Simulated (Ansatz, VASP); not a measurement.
Ca: VASP beside Ansatz

INCAR

```
SYSTEM = Ca
PREC = Accurate ; ENCUT = 520
EDIFF = 1E-6 ; ISMEAR = 0
SIGMA = 0.15 ; LREAL = .FALSE.
LASPH = .TRUE. ; NELM = 100
ALGO = Normal ; ISIF = 2
LWAVE = .FALSE. ; LCHARG = .TRUE.
GGA = CA ; LELF = .TRUE.
LVHAR = .TRUE. ; NBANDS = 11
```

Contents of KPOINTS:

```
regular mesh
0
G
  14 14 14
  0 0 0
```

Contents of POSCAR:

```
Ca
1.0
    3.4363264949      0.0000000000      0.0000000000
    0.0000000000      3.4886563400      0.0000000000
    0.0000000000      0.0000000000      3.4886563400
Ca
1
Direct
    0.0000000000      0.0000000000      0.0000000000
```

Input for Ansatz:

```yaml
crystal:
  lattice:
    - [3.4363264949, 0.0, 0.0]
    - [0.0, 3.48865634, 0.0]
    - [0.0, 0.0, 3.48865634]
  atoms:
    - { symbol: Ca, position: [0.0, 0.0, 0.0] }
basis:
  ecutwfc: 420
kpoints:
  mp_grid: { grid: [14, 14, 14] }
hamiltonian:
  xc: lda
scf:
  occupations: { method: gaussian, width: 0.15 }
output:
  forces: true
  stress: true
  eigenvalues: true
```

Change from the starting cell: strain -0.0150 x Voigt [1, 0, 0, 0, 0, 0], atoms carried along.

Alike in both runs: task single point; functional LDA; k mesh 14 × 14 × 14; occupations gaussian, width 0.15 eV; no spin polarisation.

|  | VASP | Ansatz |
| --- | --- | --- |
| version | VASP 6.6.1 | Ansatz 0.2.0 |
| potentials or method | VASP PAW LDA potentials, release 64 (Ca_sv), cutoff 520 eV | scalar-relativistic, plane waves, PAW |
| valence electrons in the cell | 10 | 10 |

VASP gave:

```
gap on the k mesh at the Fermi level (eV)                     : none
pressure (GPa)                                                : -1.1
traceless stress, the component that is largest in VASP (GPa) : 0.50
```

Estimate Ansatz's values.

gap on the k mesh at the Fermi level (eV): none; pressure (GPa): -1.1; traceless stress, the component that is largest in VASP (GPa): 0.49.

LDA's correlation is that of Perdew and Zunger in VASP and of Perdew and Wang (1992) in Ansatz. A gap of «none» marks a metal or a gap that the smearing closes.
